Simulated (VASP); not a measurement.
# C (a cell with a defect) in VASP: further runs

Runs on C (a cell with a defect). Level: PBE. Tasks: single point.

All numbers are computed with VASP 6.6.1; they aren't measurements. Logs are shortened: lines on timing, memory, paths and dates and some standing lists are left out, and cuts for length are marked.

**1. The cell of the first run**

The cell holds a defect, 15 atoms: a = 5.051 Å, b = 5.051 Å, c = 5.051 Å, α = 60.00°, β = 60.00°, γ = 60.00°.

**2. Single point, PBE**

Contents of INCAR:

```
  ALGO = Normal
  EDIFF = 1E-7
  ENCUT = 520
  GGA = PE
  ISIF = 2
  ISMEAR = 0
  LASPH = True
  LCHARG = True
  LELF = True
  LREAL = Auto
  LVHAR = True
  LWAVE = False
  NBANDS = 43
  NELM = 100
  PREC = Accurate
  SIGMA = 0.05
```

Contents of KPOINTS:

```
k-points
0
Gamma
  6 6 6
```

Contents of POSCAR:

```
C
1.0
    3.5715485858      0.0000000000     -3.5715485858
    0.0000000000      3.5715485858     -3.5715485858
    3.5715485858      3.5715485858      0.0000000000
C
15
Direct
    0.2500000000      0.2500000000      0.2500000000
    0.2500000000      0.7500000000      0.7500000000
    0.2500000000      0.7500000000      0.2500000000
    0.7500000000      0.2500000000      0.7500000000
    0.7500000000      0.2500000000      0.2500000000
    0.7500000000      0.7500000000      0.7500000000
    0.7500000000      0.7500000000      0.2500000000
    0.1250000000      0.1250000000      0.1250000000
    0.1250000000      0.1250000000      0.6250000000
    0.1250000000      0.6250000000      0.1250000000
    0.0918610239      0.4843750000      0.7118819881
    0.6250000000      0.1250000000      0.1250000000
    0.6250000000      0.1250000000      0.6250000000
    0.6250000000      0.6250000000      0.1250000000
    0.6250000000      0.6250000000      0.6250000000
```

Potentials or basis: VASP PAW PBE potentials, release 64 (C).

The run is started by

```console
cat potpaw_PBE.64/C/POTCAR > POTCAR
mpirun -np 1 vasp_std > vasp.out
```

OUTCAR:

```text
EDIFF = 1E-7
   ENCUT = 520
   GGA = PE
   ISIF = 2
   ISMEAR = 0
   LASPH = True
   LREAL = Auto
   NELM = 100
   PREC = Accurate

 ion  position               nearest neighbor table
   1  0.250  0.250  0.250-   8 1.55   9 1.55  10 1.55  12 1.55
   2  0.250  0.750  0.750-   9 1.55  10 1.55  15 1.55  11 1.99
   3  0.250  0.750  0.250-   8 1.55  10 1.55  14 1.55  11 1.99
   4  0.750  0.250  0.750-   9 1.55  12 1.55  13 1.55  15 1.55
   5  0.750  0.250  0.250-   8 1.55  12 1.55  13 1.55  14 1.55
   6  0.750  0.750  0.750-  13 1.55  14 1.55  15 1.55  11 1.56
   7  0.750  0.750  0.250-  10 1.55  12 1.55  14 1.55  15 1.55
   8  0.125  0.125  0.125-   1 1.55   3 1.55   5 1.55  11 1.98
   9  0.125  0.125  0.625-   1 1.55   2 1.55   4 1.55  11 1.98
  10  0.125  0.625  0.125-   1 1.55   2 1.55   3 1.55   7 1.55
  11  0.092  0.484  0.712-   6 1.56   8 1.98   9 1.98   2 1.99   3 1.99
  12  0.625  0.125  0.125-   1 1.55   4 1.55   5 1.55   7 1.55
  13  0.625  0.125  0.625-   4 1.55   5 1.55   6 1.55
  14  0.625  0.625  0.125-   3 1.55   5 1.55   6 1.55   7 1.55
  15  0.625  0.625  0.625-   2 1.55   4 1.55   6 1.55   7 1.55

  LATTYP: Found a face centered cubic cell.
 ALAT       =     7.1430971716

  Lattice vectors:

 A1 = (   3.5715485858,   0.0000000000,  -3.5715485858)
 A2 = (   0.0000000000,   3.5715485858,  -3.5715485858)
 A3 = (   3.5715485858,   3.5715485858,   0.0000000000)

Analysis of symmetry for initial positions (statically):
=====================================================================
 Subroutine PRICEL returns:
 Original cell was already a primitive cell.

 Routine SETGRP: Setting up the symmetry group for a
 face centered cubic supercell.

 Subroutine GETGRP returns: Found  2 space group operations
 (whereof  2 operations were pure point group operations)
 out of a pool of 48 trial point group operations.

The static configuration has the point symmetry C_1h.

Analysis of symmetry for dynamics (positions and initial velocities):
=====================================================================
 Subroutine PRICEL returns:
 Original cell was already a primitive cell.

 Routine SETGRP: Setting up the symmetry group for a
 face centered cubic supercell.

 Subroutine GETGRP returns: Found  2 space group operations
 (whereof  2 operations were pure point group operations)
 out of a pool of 48 trial point group operations.

The dynamic configuration has the point symmetry C_1h.

 Subroutine INISYM returns: Found  2 space group operations
 (whereof  2 operations are pure point group operations),
 and found     1 'primitive' translations

----------------------------------------------------------------------------------------

                                     Primitive cell

  volume of cell :      91.1171

  direct lattice vectors                    reciprocal lattice vectors
     3.571548586  0.000000000 -3.571548586     0.139995296 -0.139995296 -0.139995296
     0.000000000  3.571548586 -3.571548586    -0.139995296  0.139995296 -0.139995296
     3.571548586  3.571548586  0.000000000     0.139995296  0.139995296  0.139995296

  length of vectors
     5.050932449  5.050932449  5.050932449     0.242478965  0.242478965  0.242478965

  position of ions in fractional coordinates (direct lattice)
     0.250000000  0.250000000  0.250000000
     0.250000000  0.750000000  0.750000000
     0.250000000  0.750000000  0.250000000
     0.750000000  0.250000000  0.750000000
     0.750000000  0.250000000  0.250000000
     0.750000000  0.750000000  0.750000000
     0.750000000  0.750000000  0.250000000
     0.125000000  0.125000000  0.125000000
     0.125000000  0.125000000  0.625000000
     0.125000000  0.625000000  0.125000000
     0.091861024  0.484375000  0.711881988
     0.625000000  0.125000000  0.125000000
     0.625000000  0.125000000  0.625000000
     0.625000000  0.625000000  0.125000000
     0.625000000  0.625000000  0.625000000

  ion indices of the primitive-cell ions
   primitive index   ion index
                 1           1
                 2           2
                 3           3
                 4           4
                 5           5
                 6           6
                 7           7
                 8           8
                 9           9
                10          10
                11          11
                12          12
                13          13
                14          14
                15          15

----------------------------------------------------------------------------------------

 KPOINTS: k-points

Automatic generation of k-mesh.
 Grid dimensions read from file:
 generate k-points for:    6    6    6

 Generating k-lattice:

  Cartesian coordinates                     Fractional coordinates (reciprocal lattice)
     0.023332549 -0.023332549 -0.023332549     0.166666667  0.000000000  0.000000000
    -0.023332549  0.023332549 -0.023332549     0.000000000  0.166666667  0.000000000
     0.023332549  0.023332549  0.023332549     0.000000000  0.000000000  0.166666667

  Length of vectors
     0.040413161  0.040413161  0.040413161

  Shift w.r.t. Gamma in fractional coordinates (k-lattice)
     0.000000000  0.000000000  0.000000000

 Subroutine IBZKPT returns following result:
 ===========================================

 Found     68 irreducible k-points:

 Following reciprocal coordinates:
            Coordinates               Weight
  0.000000  0.000000  0.000000      1.000000
  0.166667  0.000000  0.000000      2.000000
  0.000000  0.166667  0.000000      2.000000
  0.000000  0.000000  0.166667      4.000000
  0.333333  0.000000  0.000000      2.000000
  0.000000  0.333333  0.000000      2.000000
[... 16 lines left out ...]
  0.166667  0.166667 -0.333333      4.000000
  0.500000  0.333333  0.500000      4.000000
 [... further k-points ...]
   k-points           NKPTS =     68   k-points in BZ     NKDIM =     68   number of bands    NBANDS=     43
   number of dos      NEDOS =    301   number of ions     NIONS =     15
   total plane-waves  NPLWV =  64000
   dimension x,y,z NGX =    40 NGY =   40 NGZ =   40
   dimension x,y,z NGXF=    80 NGYF=   80 NGZF=   80
   ions per type =              15
   NGX,Y,Z   is equivalent  to a cutoff of  13.17, 13.17, 13.17 a.u.
   NGXF,Y,Z  is equivalent  to a cutoff of  26.33, 26.33, 26.33 a.u.
 SYSTEM =  unknown system
   PREC   = accura    normal or accurate (medium, high low for compatibility)
   ISTART =      0    job   : 0-new  1-cont  2-samecut
   ICHARG =      2    charge: 1-file 2-atom 10-const
   ISPIN  =      1    spin polarized calculation?
   LNONCOLLINEAR =      F non collinear calculations
   LSORBIT =      F    spin-orbit coupling
   LASPH  =      T    aspherical Exc in radial PAW
   ENCUT  =  520.0 eV  38.22 Ry    6.18 a.u.   9.39  9.39  9.39*2*pi/ulx,y,z
   NELM   =    100;   NELMIN=  2; NELMDL= -5     # of ELM steps
   EDIFF  = 0.1E-06   stopping-criterion for ELM
   LREAL  =      T    real-space projection
   EDIFFG = 0.1E-05   stopping-criterion for IOM
   NSW    =      0    number of steps for IOM
   IBRION =     -1    ionic relax: 0-MD 1-quasi-New 2-CG
   NFREE  =      0    steps in history (QN), initial steepest desc. (CG)
   ISIF   =      2    stress and relaxation
   ISYM   =      2    0-nonsym 1-usesym 2-fastsym
   POTIM  = 0.5000    time-step for ionic-motion
   TEBEG  =    0.0;   TEEND  =   0.0 temperature during run
   PSTRESS=    0.0 pullay stress
   NELECT =      60.0000    total number of electrons
   NUPDOWN=      -1.0000    fix difference up-down
   EMIN   =  10.00;   EMAX   =-10.00  energy-range for DOS
   EFERMI =   0.00;   METHOD = LEGACY
   ISMEAR =     0;   SIGMA  =   0.05  broadening in eV -4-tet -1-fermi 0-gaus
   EFERMI_NEDOS =   21; number of points for ismear=-14 and -15
   IALGO  =     38    algorithm
   IMIX   =      4    mixing-type and parameters
     AMIX     =   0.40;   BMIX     =  1.00
     AMIX_MAG =   1.60;   BMIX_MAG =  1.00
  volume/ion in A,a.u.               =       6.07        40.99
  Fermi-wavevector in a.u.,A,eV,Ry     =   1.424269  2.691478 27.599992  2.028542
  Thomas-Fermi vector in A             =   2.544778
   LORBIT       =      0    0 simple, 1 ext, 2 COOP (PROOUT), +10 PAW based schemes
   GGA     = PE    functional components
   LHFCALC =     F    Hartree Fock is set to
   AEXX    =    0.0000 exact exchange contribution
   IVDW    =     0    specifies the selected vdW correction
   LEPSILON=     F    determine dielectric tensor
   LRPA    =     F    only Hartree local field effects (RPA)
 non-spin polarized calculation
 Gauss-broadening in eV      SIGMA  =   0.05
  energy-cutoff  :      520.00
  volume of cell :       91.12
 maximum number of plane-waves:      2475
 NGX is ok and might be reduce to    40
   NGX = 19   NGY = 19   NGZ = 19

 number of electron      59.9999996 magnetization

 Free energy of the ion-electron system (eV)
  ---------------------------------------------------
  ext. energy  EPLUGINS =         0.00000000
  ---------------------------------------------------
  free energy    TOTEN  =      -126.84643027 eV

  energy without entropy =     -126.84418416  energy(sigma->0) =     -126.84530722

 E-fermi :   9.1984     XC(G=0): -12.9761

 val. band max:        9.1863715636   @ k =   0.3333   0.0000   0.5000
 cond. band min:       9.2191802631   @ k =  -0.1667   0.1667   0.0000
 fundamental gap:      0.0328086995
 Fermi energy:         9.1984186996

 k-point     1 :       0.0000    0.0000    0.0000
  band No.  band energies     occupation
      1     -12.0895      2.00000
      2      -6.8579      2.00000
      3      -6.6713      2.00000
      4      -6.3985      2.00000
      5      -5.6203      2.00000
      6      -4.4584      2.00000
[... 34 lines left out ...]
     41      15.5784      0.00000
     42      16.0979      0.00000

 k-point     2 :       0.1667    0.0000    0.0000
  band No.  band energies     occupation
      1     -11.9105      2.00000
      2      -7.6297      2.00000
      3      -6.6794      2.00000
      4      -6.5613      2.00000
      5      -6.0307      2.00000
      6      -4.8224      2.00000
[... 34 lines left out ...]
     41      15.8528      0.00000
     42      16.2660      0.00000

 k-point     3 :       0.0000    0.1667    0.0000
  band No.  band energies     occupation
      1     -11.9019      2.00000
      2      -7.6394      2.00000
      3      -6.7727      2.00000
      4      -6.7014      2.00000
      5      -5.8799      2.00000
      6      -4.9380      2.00000
[... 34 lines left out ...]
     41      15.9003      0.00000
     42      16.5407      0.00000

 k-point     4 :       0.0000    0.0000    0.1667
  band No.  band energies     occupation
      1     -11.9052      2.00000
      2      -7.6916      2.00000
      3      -6.7874      2.00000
      4      -6.4766      2.00000
      5      -5.9585      2.00000
      6      -4.9251      2.00000
[... 844 lines left out ...]
     41      17.2541      0.00000
     42      17.7706      0.00000

 k-point    23 :       0.1667    0.1667   -0.3333
  band No.  band energies     occupation
      1     -10.6980      2.00000
      2      -9.7735      2.00000
      3      -7.8230      2.00000
      4      -6.9354      2.00000
      5      -6.6563      2.00000
      6      -5.3170      2.00000
[... 34 lines left out ...]
     41      17.1488      0.00000
     42      17.7396      0.00000

 k-point    24 :       0.5000    0.3333    0.5000
  band No.  band energies     occupation
      1     -10.7024      2.00000
      2      -9.7533      2.00000
      3      -7.8647      2.00000
      4      -7.2088      2.00000
      5      -6.1525      2.00000
      6      -5.3342      2.00000
[... 34 lines left out ...]
     41      17.1583      0.00000
     42      17.7511      0.00000

 [... further k-points ...]

 [bands above 42 left out]

------------------------ aborting loop because EDIFF is reached ----------------------------------------

  FORCE on cell =-STRESS in cart. coord.  units (eV):
  Direction    XX          YY          ZZ          XY          YZ          ZX
  --------------------------------------------------------------------------------------
  -------------------------------------------------------------------------------------
  Total       -3.1863490     -3.1863490     -6.6546826      6.2816518      9.1508022     -9.1508034
  in kB      -56.0278862    -56.0278862   -117.0141132    110.4548425    160.9051961   -160.9052162
  external PRESSURE =     -76.3566285 kB  Pullay stress =       0.0000000 kB

 VOLUME and BASIS-vectors are now :
 -----------------------------------------------------------------------------
  energy-cutoff  :      520.00
  volume of cell :       91.12
      direct lattice vectors                 reciprocal lattice vectors
     3.571548586  0.000000000 -3.571548586     0.139995296 -0.139995296 -0.139995296
     0.000000000  3.571548586 -3.571548586    -0.139995296  0.139995296 -0.139995296
     3.571548586  3.571548586  0.000000000     0.139995296  0.139995296  0.139995296

 POSITION                                       TOTAL-FORCE (eV/Angst)
 -----------------------------------------------------------------------------------
      1.78577      1.78577     -1.78577        -0.170151      0.170151     -0.376300
      3.57155      5.35732     -3.57155         2.201303      1.200602     -0.557847
      1.78577      3.57155     -3.57155        -1.200602     -2.201303     -0.557847
      5.35732      3.57155     -3.57155        -0.790882      0.447289      0.733921
      3.57155      1.78577     -3.57155        -0.447289      0.790882      0.733921
      5.35732      5.35732     -5.35732        -0.288865      0.288865      3.118366
      3.57155      3.57155     -5.35732         0.017074     -0.017074     -0.182272
      0.89289      0.89289     -0.89289         1.265782      2.787793      1.214257
      2.67866      2.67866     -0.89289        -2.787793     -1.265782      1.214257
      0.89289      2.67866     -2.67866         0.096166     -0.096166     -0.014363
      2.87061      4.27249     -2.05805         0.601020     -0.601020     -5.221173
      2.67866      0.89289     -2.67866         0.118104     -0.118104     -0.011336
      4.46444      2.67866     -2.67866         2.723169     -2.723169     -2.565753
      2.67866      2.67866     -4.46444        -0.058732      1.278306      1.236084
      4.46444      4.46444     -4.46444        -1.278306      0.058732      1.236084
 -----------------------------------------------------------------------------------
    total drift:                                0.005493     -0.005493      0.000912

  FREE ENERGIE OF THE ION-ELECTRON SYSTEM (eV)
  ---------------------------------------------------
  free  energy   TOTEN  =      -126.8464302683 eV

  energy  without entropy=     -126.8441841626  energy(sigma->0) =     -126.84530722
```

Wall time 18 min (1 thread of Intel Xeon 8259CL, shared host); peak memory 0.32 GiB.

What came out:

```yaml
Free_energy: -126.8464 eV
Pressure: -7.6 GPa
Largest_force: 5.290 eV/Å
Band_gap_on_the_k_mesh: zero (bands 30 and 31 overlap by 2.05 eV)
```

Forces in eV/Å, atoms in the order of the input:
```
C   -0.170  0.170 -0.376
C    2.201  1.201 -0.558
C   -1.201 -2.201 -0.558
C   -0.791  0.447  0.734
C   -0.447  0.791  0.734
C   -0.289  0.289  3.118
C    0.017 -0.017 -0.182
C    1.266  2.788  1.214
C   -2.788 -1.266  1.214
C    0.096 -0.096 -0.014
C    0.601 -0.601 -5.221
C    0.118 -0.118 -0.011
C    2.723 -2.723 -2.566
C   -0.059  1.278  1.236
C   -1.278  0.059  1.236
```

Caveat: the cell differs from its parent crystal (atoms taken out, atom 11 moved 0.375 of the way to it and +0.350 Å across, host rigid).

**3. Single point, PBE**

Contents of INCAR:

```
SYSTEM = C
ALGO = Normal
EDIFF = 1E-6
ENCUT = 520
GGA = PE
ISIF = 2
ISMEAR = 0
LASPH = .TRUE.
LCHARG = .TRUE.
LELF = .TRUE.
LREAL = Auto
LVHAR = .TRUE.
LWAVE = .FALSE.
NBANDS = 43
NELM = 60
PREC = Accurate
SIGMA = 0.05
```

Contents of KPOINTS:

```
k-points
0
G
  6 6 6
  0 0 0
```

POSCAR: that of step 2 with these lines changed.

```diff
@@ -18,3 +18,3 @@
     0.1250000000      0.6250000000      0.1250000000
-    0.0918610239      0.4843750000      0.7118819881
+   -0.0194029523      0.5781250000      0.7206389761
     0.6250000000      0.1250000000      0.1250000000
```

Potentials or basis: VASP PAW PBE potentials, release 64 (C).

The run is started by

```console
cat potpaw_PBE.64/C/POTCAR > POTCAR
mpirun -np 1 vasp_std > vasp.out
```

It took 18 min on 1 thread of Intel Xeon 8259CL, shared host; peak memory 0.33 GiB.

The run converged. Its results:

```yaml
Free_energy: -119.3603 eV
Pressure: 25.3 GPa
Largest_force: 47.885 eV/Å
Band_gap_on_the_k_mesh: zero (bands 30 and 31 overlap by 1.19 eV)
```

Forces in eV/Å, atoms in the order of the input:
```
C    -0.129   0.129  -0.647
C     0.973   2.457  -0.483
C    -2.457  -0.973  -0.483
C    -0.096   0.136   0.658
C    -0.136   0.096   0.658
C   -29.870  29.870   9.594
C     0.113  -0.113  -0.639
C     2.519   1.453   2.195
C    -1.453  -2.519   2.195
C     0.139  -0.139  -0.404
C    31.499 -31.499 -17.566
C    -0.096   0.096  -0.067
C     0.973  -0.973  -1.506
C     1.295   3.274   3.248
C    -3.274  -1.295   3.248
```

Stress tensor (GPa, compression positive):
```
 40.98 -31.15 -17.72
-31.15  40.98  17.72
-17.72  17.72  -6.19
```

Levels at points of the mesh, in eV from the Fermi level:
| k point | band 28 | band 29 | band 30 | band 31 | band 32 | band 33 |
| --- | --- | --- | --- | --- | --- | --- |
| (0.00, 0.00, 0.00) | -1.62 | -0.40 | 0.72 | 1.02 | 1.55 | 3.30 |
| (0.50, 0.00, 0.00) | -2.92 | -1.93 | -1.92 | 1.23 | 2.06 | 4.05 |
| (0.00, 0.50, 0.00) | -2.35 | -0.66 | 0.20 | 0.90 | 1.14 | 2.71 |
| (0.00, 0.00, 0.50) | -2.34 | -2.19 | -1.48 | 0.14 | 1.61 | 2.70 |
| (0.50, 0.50, 0.00) | -2.54 | -1.19 | -1.11 | -0.42 | 0.56 | 3.41 |
| (0.00, 0.50, 0.50) | -3.54 | -1.88 | -0.87 | 0.31 | 1.59 | 2.31 |

Caveat: the cell differs from its parent crystal (atoms taken out, atom 11 moved 0.125 of the way to it and +0.700 Å across, host rigid); atoms lie so close that the PAW spheres overlap strongly, which falsifies energies and pressures.

(Continued in part 2 of 2.)

The gap in the log of VASP goes by the Fermi energy; the results here count the filled bands.